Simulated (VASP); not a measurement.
# Co (P6_3/mmc) in VASP: further runs

The runs below take Co through single point, with PBE.

All numbers are computed with VASP 6.6.1; they aren't measurements. Logs are shortened: lines on timing, memory, paths and dates and some standing lists are left out, and cuts for length are marked.

## 1. The cell of the first run

The structure is hexagonal, space group P6_3/mmc (No. 194). Conventional cell: a = 2.471 Å, b = 2.471 Å, c = 8.088 Å, α = 90.00°, β = 90.00°, γ = 120.00°. Within 3.3 Å of Co (site symmetry -3m) lie 12 Co at 2.47 Å. Co (site symmetry -6m2) has 12 Co at 2.47 Å within 3.3 Å.

## 2. Single point, PBE, collinear spin, ferromagnetic start

The input, INCAR:

```
ALGO     = Normal         # electronic algorithm
EDIFF    = 1E-6           # SCF threshold, eV
ENCUT    = 600            # plane-wave cutoff, eV
GGA      = PE             # functional
GGA_COMPAT= F            
ISIF     = 2              # what is computed and relaxed
ISMEAR   = -1             # smearing method
ISPIN    = 2              # spin polarisation
LASPH    = T              # aspherical terms in the spheres
LCHARG   = F              # write CHGCAR
LMAXMIX  = 4              # l up to which the mixer works
LORBIT   = 11             # projections on sites
LREAL    = F              # projectors in reciprocal space
LWAVE    = F              # write WAVECAR
MAGMOM   = 3.2 3.2 3.2 3.2 # initial moments
NBANDS   = 30             # bands
NELM     = 200            # most SCF steps
PREC     = Accurate       # precision mode
SIGMA    = 0.1            # smearing width, eV
```

The input, KPOINTS:

```
k-points
0
Gamma
  4 4 1
```

The input, POSCAR:

```
Co
1.0
    2.4705620000      0.0000000000      0.0000000000
   -1.2352810000      2.1395694536      0.0000000000
    0.0000000000      0.0000000000      8.0882340000
Co
4
Direct
    0.0000000000      0.0000000000      0.0000000000
    0.0000000000      0.0000000000      0.5000000000
    0.3333333333      0.6666666667      0.2500000000
    0.6666666667      0.3333333333      0.7500000000
```

Potentials or basis: VASP PAW PBE potentials, release 64 (Co).

The run is started by

```sh
> cat potpaw_PBE.64/Co/POTCAR > POTCAR
> mpirun -np 1 vasp_std > vasp.out
```

OUTCAR:

```text
EDIFF = 1E-6
   ENCUT = 600
   GGA = PE
   ISIF = 2
   ISMEAR = -1
   ISPIN = 2
   LASPH = T
   LORBIT = 11
   LREAL = F
   NELM = 200
   PREC = Accurate

 ion  position               nearest neighbor table
   1  0.000  0.000  0.000-   3 2.47   4 2.47   3 2.47   4 2.47   4 2.47   3 2.47
   2  0.000  0.000  0.500-   3 2.47   4 2.47   3 2.47   4 2.47   4 2.47   3 2.47
   3  0.333  0.667  0.250-   1 2.47   2 2.47   1 2.47   2 2.47   1 2.47   2 2.47
   4  0.667  0.333  0.750-   1 2.47   2 2.47   1 2.47   2 2.47   1 2.47   2 2.47

  LATTYP: Found a hexagonal cell.
 ALAT       =     2.4705620000
 C/A-ratio  =     3.2738437651

  Lattice vectors:

 A1 = (   2.4705620000,   0.0000000000,   0.0000000000)
 A2 = (  -1.2352810000,   2.1395694536,   0.0000000000)
 A3 = (   0.0000000000,   0.0000000000,   8.0882340000)

Analysis of symmetry for initial positions (statically):
=====================================================================
 Subroutine PRICEL returns:
 Original cell was already a primitive cell.

 Routine SETGRP: Setting up the symmetry group for a
 hexagonal supercell.

 Subroutine GETGRP returns: Found 24 space group operations
 (whereof 12 operations were pure point group operations)
 out of a pool of 24 trial point group operations.

The static configuration has the point symmetry D_3d.
 The point group associated with its full space group is D_6h.

Analysis of symmetry for dynamics (positions and initial velocities):
=====================================================================
 Subroutine PRICEL returns:
 Original cell was already a primitive cell.

 Routine SETGRP: Setting up the symmetry group for a
 hexagonal supercell.

 Subroutine GETGRP returns: Found 24 space group operations
 (whereof 12 operations were pure point group operations)
 out of a pool of 24 trial point group operations.

The dynamic configuration has the point symmetry D_3d.
 The point group associated with its full space group is D_6h.

Analysis of structural, dynamic, and magnetic symmetry:
=====================================================================
 Subroutine PRICEL returns:
 Original cell was already a primitive cell.

 Routine SETGRP: Setting up the symmetry group for a
 hexagonal supercell.

 Subroutine GETGRP returns: Found 24 space group operations
 (whereof 12 operations were pure point group operations)
 out of a pool of 24 trial point group operations.

The overall configuration has the point symmetry D_3d.
 The point group associated with its full space group is D_6h.

 Subroutine INISYM returns: Found 24 space group operations
 (whereof 12 operations are pure point group operations),
 and found     1 'primitive' translations

----------------------------------------------------------------------------------------

                                     Primitive cell

  volume of cell :      42.7539

  direct lattice vectors                    reciprocal lattice vectors
     2.470562000  0.000000000  0.000000000     0.404766203  0.233691876  0.000000000
    -1.235281000  2.139569454  0.000000000     0.000000000  0.467383753  0.000000000
     0.000000000  0.000000000  8.088234000     0.000000000  0.000000000  0.123636383

  length of vectors
     2.470562000  2.470562000  8.088234000     0.467383753  0.467383753  0.123636383

  position of ions in fractional coordinates (direct lattice)
     0.000000000  0.000000000  0.000000000
     0.000000000  0.000000000  0.500000000
     0.333333333  0.666666667  0.250000000
     0.666666667  0.333333333  0.750000000

  ion indices of the primitive-cell ions
   primitive index   ion index
                 1           1
                 2           2
                 3           3
                 4           4

----------------------------------------------------------------------------------------

 KPOINTS: k-points

Automatic generation of k-mesh.
 Grid dimensions read from file:
 generate k-points for:    4    4    1

 Generating k-lattice:

  Cartesian coordinates                     Fractional coordinates (reciprocal lattice)
     0.101191551  0.058422969  0.000000000     0.250000000  0.000000000  0.000000000
     0.000000000  0.116845938  0.000000000     0.000000000  0.250000000  0.000000000
     0.000000000  0.000000000  0.123636383     0.000000000  0.000000000  1.000000000

  Length of vectors
     0.116845938  0.116845938  0.123636383

  Shift w.r.t. Gamma in fractional coordinates (k-lattice)
     0.000000000  0.000000000  0.000000000

 Subroutine IBZKPT returns following result:
 ===========================================

 Found      4 irreducible k-points:

 Following reciprocal coordinates:
            Coordinates               Weight
  0.000000  0.000000  0.000000      1.000000
  0.250000  0.000000  0.000000      6.000000
  0.500000  0.000000  0.000000      3.000000
  0.250000  0.250000  0.000000      6.000000
   k-points           NKPTS =      4   k-points in BZ     NKDIM =      4   number of bands    NBANDS=     30
   number of dos      NEDOS =    301   number of ions     NIONS =      4
   total plane-waves  NPLWV =  28000
   dimension x,y,z NGX =    20 NGY =   20 NGZ =   70
   dimension x,y,z NGXF=    40 NGYF=   40 NGZF=  140
   ions per type =               4
   NGX,Y,Z   is equivalent  to a cutoff of  13.46, 13.46, 14.39 a.u.
   NGXF,Y,Z  is equivalent  to a cutoff of  26.92, 26.92, 28.78 a.u.
 SYSTEM =  unknown system
   PREC   = accura    normal or accurate (medium, high low for compatibility)
   ISTART =      0    job   : 0-new  1-cont  2-samecut
   ICHARG =      2    charge: 1-file 2-atom 10-const
   ISPIN  =      2    spin polarized calculation?
   LNONCOLLINEAR =      F non collinear calculations
   LSORBIT =      F    spin-orbit coupling
   LASPH  =      T    aspherical Exc in radial PAW
   ENCUT  =  600.0 eV  44.10 Ry    6.64 a.u.   4.93  4.93 16.15*2*pi/ulx,y,z
   NELM   =    200;   NELMIN=  2; NELMDL= -5     # of ELM steps
   EDIFF  = 0.1E-05   stopping-criterion for ELM
   LREAL  =      F    real-space projection
   EDIFFG = 0.1E-04   stopping-criterion for IOM
   NSW    =      0    number of steps for IOM
   IBRION =     -1    ionic relax: 0-MD 1-quasi-New 2-CG
   NFREE  =      0    steps in history (QN), initial steepest desc. (CG)
   ISIF   =      2    stress and relaxation
   ISYM   =      2    0-nonsym 1-usesym 2-fastsym
   POTIM  = 0.5000    time-step for ionic-motion
   TEBEG  =    0.0;   TEEND  =   0.0 temperature during run
   PSTRESS=    0.0 pullay stress
   NELECT =      36.0000    total number of electrons
   NUPDOWN=      -1.0000    fix difference up-down
   EMIN   =  10.00;   EMAX   =-10.00  energy-range for DOS
   EFERMI =   0.00;   METHOD = LEGACY
   ISMEAR =    -1;   SIGMA  =   0.10  broadening in eV -4-tet -1-fermi 0-gaus
   EFERMI_NEDOS =   21; number of points for ismear=-14 and -15
   IALGO  =     38    algorithm
   IMIX   =      4    mixing-type and parameters
     AMIX     =   0.40;   BMIX     =  1.00
     AMIX_MAG =   1.60;   BMIX_MAG =  1.00
  volume/ion in A,a.u.               =      10.69        72.13
  Fermi-wavevector in a.u.,A,eV,Ry     =   1.545908  2.921343 32.515642  2.389832
  Thomas-Fermi vector in A             =   2.651220
   LORBIT       =     11    0 simple, 1 ext, 2 COOP (PROOUT), +10 PAW based schemes
   GGA     = PE    functional components
   LHFCALC =     F    Hartree Fock is set to
   AEXX    =    0.0000 exact exchange contribution
   IVDW    =     0    specifies the selected vdW correction
   LEPSILON=     F    determine dielectric tensor
   LRPA    =     F    only Hartree local field effects (RPA)
 spin polarized calculation
  energy-cutoff  :      600.00
  volume of cell :       42.75
 maximum number of plane-waves:      1443
 NGX is ok and might be reduce to    20
   NGX =  9   NGY =  9   NGZ = 33

 number of electron      36.0000000 magnetization      12.8000000

 number of electron      36.0000003 magnetization       6.7897739

 Free energy of the ion-electron system (eV)
  ---------------------------------------------------
  ext. energy  EPLUGINS =         0.00000000
  ---------------------------------------------------
  free energy    TOTEN  =       -28.07605784 eV

  energy without entropy =      -27.92682828  energy(sigma->0) =      -28.00144306

 E-fermi :  10.6266     XC(G=0): -13.4804

 val. band max:       10.6146103553   @ k =   0.5000   0.0000   0.0000
 cond. band min:      10.7186782455   @ k =   0.0000   0.0000   0.0000
 fundamental gap:      0.1040678902
 Fermi energy:        10.6266207563

 spin component 1

 k-point     1 :       0.0000    0.0000    0.0000
  band No.  band energies     occupation
      1       1.4511      1.00000
      2       3.6835      1.00000
      3       3.6951      1.00000
      4       5.3120      1.00000
      5       7.5159      1.00000
      6       7.5532      1.00000
[... 121 lines left out ...]
     29      21.4323      0.00000
     30      22.2150      0.00000
 Fermi energy:        10.6266207563

 spin component 2

 k-point     1 :       0.0000    0.0000    0.0000
  band No.  band energies     occupation
      1       1.5024      1.00000
      2       3.7990      1.00000
      3       3.8025      1.00000
      4       6.2416      1.00000
      5       8.9018      1.00000
      6       8.9824      1.00000
[... 121 lines left out ...]
     29      22.0912      0.00000
     30      22.8175      0.00000

------------------------ aborting loop because EDIFF is reached ----------------------------------------

  FORCE on cell =-STRESS in cart. coord.  units (eV):
  Direction    XX          YY          ZZ          XY          YZ          ZX
  --------------------------------------------------------------------------------------
  -------------------------------------------------------------------------------------
  Total        0.8737931      0.8737931      3.0429950      0.0000000      0.0000000      0.0000000
  in kB       32.7448756     32.7448756    114.0344238      0.0000000      0.0000000      0.0000000
  external PRESSURE =      59.8413917 kB  Pullay stress =       0.0000000 kB

 VOLUME and BASIS-vectors are now :
 -----------------------------------------------------------------------------
  energy-cutoff  :      600.00
  volume of cell :       42.75
      direct lattice vectors                 reciprocal lattice vectors
     2.470562000  0.000000000  0.000000000     0.404766203  0.233691876  0.000000000
    -1.235281000  2.139569454  0.000000000     0.000000000  0.467383753  0.000000000
     0.000000000  0.000000000  8.088234000     0.000000000  0.000000000  0.123636383

 POSITION                                       TOTAL-FORCE (eV/Angst)
 -----------------------------------------------------------------------------------
      0.00000      0.00000      0.00000         0.000000      0.000000      0.000000
      0.00000      0.00000      4.04412         0.000000      0.000000      0.000000
     -0.00000      1.42638      2.02206        -0.000000      0.000000     -0.000000
      1.23528      0.71319      6.06618         0.000000     -0.000000      0.000000
 -----------------------------------------------------------------------------------
    total drift:                                0.000000     -0.000000      0.000000

  FREE ENERGIE OF THE ION-ELECTRON SYSTEM (eV)
  ---------------------------------------------------
  free  energy   TOTEN  =       -28.0760578417 eV

  energy  without entropy=      -27.9268282753  energy(sigma->0) =      -28.00144306

 total charge

# of ion       s       p       d       tot
------------------------------------------
    1        0.503   0.515   7.295   8.312
    2        0.503   0.515   7.295   8.312
    3        0.502   0.512   7.292   8.306
    4        0.502   0.512   7.292   8.306
--------------------------------------------------
tot          2.010   2.053  29.174  33.237

 magnetization (x)

# of ion       s       p       d       tot
------------------------------------------
    1       -0.013  -0.043   1.766   1.711
    2       -0.013  -0.043   1.766   1.711
    3       -0.011  -0.036   1.750   1.704
    4       -0.011  -0.036   1.750   1.704
--------------------------------------------------
tot         -0.047  -0.156   7.033   6.829
```

Run time: 20 s. Hardware: 1 thread of Intel Xeon 6975P-C (Granite Rapids), shared host; peak memory 0.18 GiB.

What came out:

| Quantity | Value |
| --- | --- |
| Free energy | -28.0761 eV |
| Pressure | 6.0 GPa |
| Net moment | 6.79 μB per cell |
| Site moments | Co +1.71, +1.70 (each value once) μB |
| Valence electrons inside the program's atomic spheres | Co 8.31 |

Caveat: the k points lie up to 0.78 Å⁻¹ apart.

## 3. Single point, PBE, collinear spin, ferromagnetic start

The input, INCAR:

```
SYSTEM = Co
PREC = Accurate
ENCUT = 600
EDIFF = 1E-6
ISMEAR = -1
SIGMA = 0.1
LREAL = .FALSE.
LASPH = .TRUE.
NELM = 200
ALGO = Normal
ISIF = 2
LWAVE = .FALSE.
LCHARG = .FALSE.
ISPIN = 2
MAGMOM = 3.2 3.2 3.2 3.2
LORBIT = 11
LMAXMIX = 4
GGA = PE
NBANDS = 30
GGA_COMPAT = .FALSE.
```

The input, KPOINTS:

```
regular mesh
0
G
  5 5 2
  0 0 0
```

POSCAR is that of step 2.

Potentials or basis: VASP PAW PBE potentials, release 64 (Co).

The run is started by

```sh
> cat potpaw_PBE.64/Co/POTCAR > POTCAR
> mpirun -np 1 vasp_std > vasp.out
```

Wall time 34 s (1 thread of Intel Xeon 6975P-C (Granite Rapids), shared host); peak memory 0.19 GiB.

The run converged. Its results:

* Free energy: -28.0960 eV
* Pressure: 5.4 GPa
* Net moment: 6.85 μB per cell
* Site moments: Co +1.72 μB
* Valence electrons inside the program's atomic spheres: Co 8.30

Stress tensor (GPa, compression positive):
```
7.40 0.00 0.00
0.00 7.40 0.00
0.00 0.00 1.33
```

Levels at points of the mesh, in eV from the Fermi level:
Spin up:
```csv
k point,band 18,band 19,band 20,band 21,band 22,band 23,band 24,band 25,band 26,band 27
"(0.00, 0.00, 0.00)",-1.48,-1.48,-1.18,-1.18,-0.78,-0.78,-0.24,6.30,14.87,14.87
"(0.00, 0.00, 0.50)",-1.65,-1.65,-1.65,-0.95,-0.95,-0.95,-0.95,9.30,9.30,20.95
```
Spin down:
| k point | band 10 | band 11 | band 12 | band 13 | band 14 | band 15 | band 16 | band 17 | band 18 | band 19 |
| --- | --- | --- | --- | --- | --- | --- | --- | --- | --- | --- |
| (0.00, 0.00, 0.00) | -1.02 | -1.02 | -0.73 | -0.73 | -0.70 | -0.70 | -0.25 | 0.17 | 0.17 | 0.52 |
| (0.00, 0.00, 0.50) | -0.93 | -0.93 | -0.93 | -0.84 | -0.84 | -0.84 | -0.84 | 0.35 | 0.35 | 0.35 |

Caveat: the k points lie up to 0.59 Å⁻¹ apart.

## 4. Single point, PBE, collinear spin, ferromagnetic start

The input, INCAR:

```
SYSTEM = Co
PREC     = Accurate       ! precision mode
ENCUT    = 600            ! plane-wave cutoff, eV
EDIFF    = 1E-6           ! SCF threshold, eV
ISMEAR   = -1             ! smearing method
SIGMA    = 0.1            ! smearing width, eV
LREAL    = .False.        ! projectors in reciprocal space
LASPH    = .True.         ! aspherical terms in the spheres
NELM     = 200            ! most SCF steps
ALGO     = Normal         ! electronic algorithm
ISIF     = 2              ! what is computed and relaxed
LWAVE    = .False.        ! write WAVECAR
LCHARG   = .True.         ! write CHGCAR
ISPIN    = 2              ! spin polarisation
MAGMOM   = 3.2 3.2 3.2 3.2 ! initial moments
LORBIT   = 11             ! projections on sites
LMAXMIX  = 4              ! l up to which the mixer works
GGA      = PE             ! functional
LELF     = .True.         ! ELF
LVHAR    = .True.       
NBANDS   = 30             ! bands
GGA_COMPAT= .False.
```

The input, KPOINTS:

```
regular mesh
0
Gamma
  6 6 2
  0 0 0
```

POSCAR is that of step 3.

The run is started by

```sh
> cat potpaw_PBE.64/Co/POTCAR > POTCAR
> mpirun -np 1 vasp_std > vasp.out
```

It took 35 s on 1 thread of Intel Xeon 6975P-C (Granite Rapids), shared host; peak memory 0.19 GiB.

It converged, with:

* Free energy: -28.2356 eV
* Pressure: 2.9 GPa
* Net moment: 6.45 μB per cell
* Site moments: Co +1.62, +1.64 (each value once) μB
* Valence electrons inside the program's atomic spheres: Co 8.30

Stress tensor (GPa, compression positive):
```
3.14 0.00 0.00
0.00 3.14 0.00
0.00 0.00 2.40
```

Levels at points of the mesh, in eV from the Fermi level:
Spin up:
| k point | band 20 | band 21 | band 22 | band 23 | band 24 | band 25 |
| --- | --- | --- | --- | --- | --- | --- |
| (0.00, 0.00, 0.00) | -1.18 | -1.18 | -0.78 | -0.78 | -0.28 | 6.26 |
| (0.50, 0.00, 0.00) | -0.50 | 0.28 | 1.41 | 2.50 | 3.14 | 7.07 |
| (0.00, 0.00, 0.50) | -1.65 | -0.95 | -0.95 | -0.95 | -0.95 | 9.26 |
| (0.50, 0.00, 0.50) | -0.56 | 1.26 | 1.26 | 2.83 | 2.83 | 7.41 |
Spin down:
```csv
k point,band 12,band 13,band 14,band 15,band 16,band 17
"(0.00, 0.00, 0.00)",-0.86,-0.86,-0.81,-0.81,-0.33,0.06
"(0.50, 0.00, 0.00)",-0.09,-0.06,0.52,1.19,1.22,1.23
"(0.00, 0.00, 0.50)",-1.06,-0.95,-0.95,-0.95,-0.95,0.24
"(0.50, 0.00, 0.50)",-0.85,-0.24,-0.24,0.82,0.82,1.21
```

Caveat: the k points lie up to 0.49 Å⁻¹ apart.

(Part 1 of 2 ends here.)
